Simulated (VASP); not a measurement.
# Co (Fd-3m) in VASP: notebook, part 2 of 4

VASP 6.6.1. The steps go on from the part before.

## 3. Relaxation of cell and atoms, BLYP

This run uses another cell than the first one, of 14.95 Å³/atom, 0.853 times its volume.

Contents of INCAR:

```
SYSTEM = Co
AGGAC = 1.0 ; AGGAX = 1.0
ALDAC = 0.0 ; ALDAX = 1.0
ALGO = Normal ; EDIFF = 1E-6
EDIFFG = -0.01 ; ENCUT = 600
GGA = B5 ; IBRION = 2
ISIF = 3 ; ISMEAR = -1
LASPH = .True. ; LCHARG = .False.
LREAL = .False. ; LWAVE = .False.
NELM = 60 ; NSW = 80
PREC = Accurate ; SIGMA = 0.1
```

Contents of KPOINTS:

```
k-points
0
Gamma
  11 11 11
  0 0 0
```

Contents of POSCAR:

```
Co
1.0
    0.0000000000      2.4634331982      2.4634331982
    2.4634331982      0.0000000000      2.4634331982
    2.4634331982      2.4634331982      0.0000000000
Co
2
Direct
    0.1250000000      0.1250000000      0.1250000000
    0.8750000000      0.8750000000      0.8750000000
```

Potentials or basis: VASP PAW PBE potentials, release 64 (Co).

Launch:

```bash
$ cat potpaw_PBE.64/Co/POTCAR > POTCAR
$ mpirun -np 1 vasp_std > vasp.out
```

OUTCAR:

```text
SYSTEM = Co
   EDIFF = 1E-6
   EDIFFG = -0.01
   ENCUT = 600
   GGA = B5
   IBRION = 2
   ISIF = 3
   ISMEAR = -1
   LASPH = .True.
   LREAL = .False.
   NELM = 60
   NSW = 80
   PREC = Accurate

 ion  position               nearest neighbor table
   1  0.125  0.125  0.125-   2 2.13   2 2.13   2 2.13   2 2.13
   2  0.875  0.875  0.875-   1 2.13   1 2.13   1 2.13   1 2.13

  LATTYP: Found a face centered cubic cell.
 ALAT       =     4.9268663964

  Lattice vectors:

 A1 = (   0.0000000000,   2.4634331982,   2.4634331982)
 A2 = (   2.4634331982,   0.0000000000,   2.4634331982)
 A3 = (   2.4634331982,   2.4634331982,   0.0000000000)

Analysis of symmetry for initial positions (statically):
=====================================================================
 Subroutine PRICEL returns:
 Original cell was already a primitive cell.

 Routine SETGRP: Setting up the symmetry group for a
 face centered cubic supercell.

 Subroutine GETGRP returns: Found 48 space group operations
 (whereof 12 operations were pure point group operations)
 out of a pool of 48 trial point group operations.

The static configuration has the point symmetry D_3d.
 The point group associated with its full space group is O_h .

Analysis of symmetry for dynamics (positions and initial velocities):
=====================================================================
 Subroutine PRICEL returns:
 Original cell was already a primitive cell.

 Routine SETGRP: Setting up the symmetry group for a
 face centered cubic supercell.

 Subroutine GETGRP returns: Found 48 space group operations
 (whereof 12 operations were pure point group operations)
 out of a pool of 48 trial point group operations.

The dynamic configuration has the point symmetry D_3d.
 The point group associated with its full space group is O_h .

 Subroutine INISYM returns: Found 48 space group operations
 (whereof 12 operations are pure point group operations),
[... 128 lines left out ...]
 non-spin polarized calculation
  energy-cutoff  :      600.00
  volume of cell :       29.90
 maximum number of plane-waves:      1010
   NGX = 13   NGY = 13   NGZ = 13

--------------------------------------- Ionic step        1  -------------------------------------------

 number of electron      17.9999993 magnetization

 Free energy of the ion-electron system (eV)
  ---------------------------------------------------
  ext. energy  EPLUGINS =         0.00000000
  ---------------------------------------------------
  free energy    TOTEN  =       -10.16476583 eV

  energy without entropy =      -10.01990255  energy(sigma->0) =      -10.09233419

------------------------ aborting loop because EDIFF is reached ----------------------------------------

  FORCE on cell =-STRESS in cart. coord.  units (eV):
  Direction    XX          YY          ZZ          XY          YZ          ZX
  --------------------------------------------------------------------------------------
  -------------------------------------------------------------------------------------
  Total        0.9534574      0.9534574      0.9534574      0.0000000      0.0000000     -0.0000000
  in kB       51.0927797     51.0927797     51.0927797      0.0000000      0.0000000     -0.0000000
  external PRESSURE =      51.0927797 kB  Pullay stress =       0.0000000 kB
[... 59 lines left out ...]
--------------------------------------- Ionic step        3  -------------------------------------------

 number of electron      18.0000011 magnetization

 Free energy of the ion-electron system (eV)
  ---------------------------------------------------
  ext. energy  EPLUGINS =         0.00000000
  ---------------------------------------------------
  free energy    TOTEN  =       -10.18405207 eV

  energy without entropy =      -10.03018123  energy(sigma->0) =      -10.10711665

 E-fermi :   6.2737     XC(G=0): -10.4867

 val. band max:        6.2471841090   @ k =  -0.4545   0.3636   0.1818
 cond. band min:       6.2747941148   @ k =   0.4545   0.1818   0.0000
 fundamental gap:      0.0276100057
 Fermi energy:         6.2736676226

 k-point     1 :       0.0000    0.0000    0.0000
  band No.  band energies     occupation
      1      -0.2459      2.00000
      2       3.4345      2.00000
      3       3.4345      2.00000
      4       3.5886      2.00000
      5       3.5886      2.00000
      6       3.5886      2.00000
      7       5.2902      1.99989
      8       5.2902      1.99989
      9       5.2902      1.99989
     10       6.5305      0.14246
     11       6.5305      0.14246
     12      19.1893      0.00000
     13      19.1893      0.00000
[... 354 lines left out ...]
  band No.  band energies     occupation
      1       1.3175      2.00000
      2       3.1151      2.00000
      3       3.4645      2.00000
      4       3.5653      2.00000
      5       3.8215      2.00000
      6       4.1963      2.00000
      7       4.8383      2.00000
      8       5.0629      1.99999
      9       5.7579      1.98855
     10       6.2288      1.22047
     11       6.6567      0.04249
     12      12.5172      0.00000
     13      12.6937      0.00000

 [... further k-points ...]
[... 5 lines left out ...]
  --------------------------------------------------------------------------------------
  -------------------------------------------------------------------------------------
  Total        0.0039633      0.0039633      0.0039633      0.0000000      0.0000000      0.0000000
  in kB        0.2037580      0.2037580      0.2037580      0.0000000      0.0000000      0.0000000
  external PRESSURE =       0.2037580 kB  Pullay stress =       0.0000000 kB
[... 17 lines left out ...]
  FREE ENERGIE OF THE ION-ELECTRON SYSTEM (eV)
  ---------------------------------------------------
  free  energy   TOTEN  =       -10.1840520695 eV

  energy  without entropy=      -10.0301812322  energy(sigma->0) =      -10.10711665

 reached required accuracy - stopping structural energy minimisation
```

CONTCAR:

```text
Co
   1.00000000000000
     0.0000000000000000    2.4976978903407687    2.4976978903407687
     2.4976978903407687    0.0000000000000000    2.4976978903407687
     2.4976978903407687    2.4976978903407687   -0.0000000000000000
  Co
     2
Direct
     0.1250000000000000    0.1250000000000000    0.1250000000000000
     0.8750000000000000    0.8750000000000000    0.8750000000000000

  0.00000000E+00  0.00000000E+00  0.00000000E+00
  0.00000000E+00  0.00000000E+00  0.00000000E+00
```

Run time: 50 s. Hardware: 1 thread of Intel Xeon 6975P-C, shared host; peak memory 0.18 GiB.

Results:

```
Free energy                            : -10.1841 eV
Relaxed volume                         : 15.58 Å³/atom
Relaxed cell                           : a = 3.532 Å, b = 3.532 Å, c = 3.532 Å, α = 60.00°, β = 60.00°, γ = 60.00°
Space group after relaxing (to 0.05 Å) : Fd-3m (No. 227)
Energy gained by relaxing              : 9.6 meV/atom
Ionic steps                            : 3
Pressure after relaxing                : 0.0 GPa
Band gap on the k mesh                 : zero (band 9 reaches 6.67 eV, above the bottom of band 10 at 6.02 eV)
```

The path:
```
step  energy change (eV)  largest force (eV/Å)  pressure (GPa)  volume (Å³)
   1              0.0000                0.0000            5.11        29.90
   2             -0.0118                0.0000           -2.77        32.01
   3             -0.0193                0.0000            0.02        31.16
```

Final structure:
```
Co
1.0
     0.00000    2.49770    2.49770
     2.49770    0.00000    2.49770
     2.49770    2.49770    0.00000
Co
2
Cartesian
  0.6244 0.6244 0.6244
  4.3710 4.3710 4.3710
```

Caveat: the PAW data sets were made with another functional, which shifts forces and pressure a little; the run has no spin polarisation, though such a crystal can be magnetic. Spin polarisation is off, so any magnetic state and its effect on volume and gap are missing.

[end of part 2 of 4]
